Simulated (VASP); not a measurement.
## AlN: single point with PBE

AlN:

```xyz
12
Lattice="2.2016 -2.2016 0.0000 2.2016 0.0000 -2.2016 9.5402 8.8063 8.0725" Properties=species:S:1:pos:R:3 pbc="T T T"
Al    5.6871    1.2840    3.4856
Al    3.4856    1.2840    1.2840
Al    7.8887    3.4856    3.4856
Al   12.2919    5.6871    5.6871
Al    7.8887    5.6871    5.6871
Al    3.4856   -0.9176   -0.9176
N     6.7879    2.3848    2.3848
N     4.5863    0.1832    2.3848
N     6.7879    4.5863    4.5863
N    11.1911    6.7879    6.7879
N     6.7879    6.7879    6.7879
N     2.3848    0.1832    0.1832
```

| Quantity | Value |
| --- | --- |
| Program | VASP 6.6.1 |
| Task | single point |
| Functional | PBE |
| Potentials or basis | VASP PAW PBE potentials, release 64 (Al, N) |
| Cutoff | 520 eV |
| k mesh | 8 × 8 × 2 |
| Occupations | gaussian, width 0.05 eV |
| Spin | no spin polarisation |
| Dipole correction | no |
| Further INCAR settings | ALGO = Normal; EDIFF = 1e-07; NBANDS = 36 |

| Property | Result |
| --- | --- |
| Pressure | -1.2 GPa |
| Largest force | 1.318 eV/Å |
| Band gap on the k mesh | 2.91 eV, indirect (least direct gap 3.16 eV) |

Forces on the atoms (eV/Å):
```
Al   0.027  0.030  0.032
Al   0.028  0.125  0.066
Al   0.029  0.030  0.030
Al  -0.156 -0.615 -0.278
Al   0.027  0.039  0.039
Al  -1.025 -0.026  0.484
N   -0.030 -0.028 -0.029
N   -0.039 -0.025 -0.015
N   -0.026 -0.031 -0.033
N    1.277 -0.058 -0.322
N   -0.006 -0.035 -0.090
N   -0.106  0.595  0.116
```

Stress tensor (GPa, compression positive):
```
-5.40 -1.07  1.48
-1.07  2.78  3.24
 1.48  3.24 -0.88
```

Levels at points of the mesh, in eV from the valence-band top:
```
           k point  band 20  band 21  band 22  band 23  band 24  band 25  band 26  band 27  band 28  band 29
(0.00, 0.00, 0.00)    -0.46    -0.40    -0.34    -0.28     0.00     3.40     4.75     5.08     6.27     6.43
(0.50, 0.00, 0.00)    -1.59    -1.40    -1.08    -0.89    -0.44     2.98     4.15     4.40     5.43     6.77
(0.00, 0.50, 0.00)    -1.52    -1.25    -1.14    -0.85    -0.25     2.91     4.13     4.22     6.14     6.47
(0.50, 0.50, 0.00)    -1.32    -1.16    -1.06    -0.88    -0.76     3.13     4.09     4.48     5.75     6.61
(0.00, 0.00, 0.50)    -0.49    -0.43    -0.35    -0.30    -0.19     3.72     4.16     5.64     5.89     6.61
(0.50, 0.00, 0.50)    -1.36    -1.19    -1.13    -0.87    -0.56     3.37     3.39     4.92     5.61     6.05
(0.00, 0.50, 0.50)    -1.47    -1.12    -1.05    -0.88    -0.32     3.23     3.32     5.17     5.38     6.78
(0.50, 0.50, 0.50)    -1.43    -1.33    -1.05    -0.87    -0.80     3.35     3.62     4.99     5.54     6.21
```

It took 2.4 min on 1 thread of Intel(R) Xeon(R) 6975P-C (Granite Rapids) (shared host), peak memory 0.38 GiB.

Caveat: forces of over 1 eV/Å act on the atoms, so gaps and moduli don't describe the material at rest. A k mesh can miss the band edges.
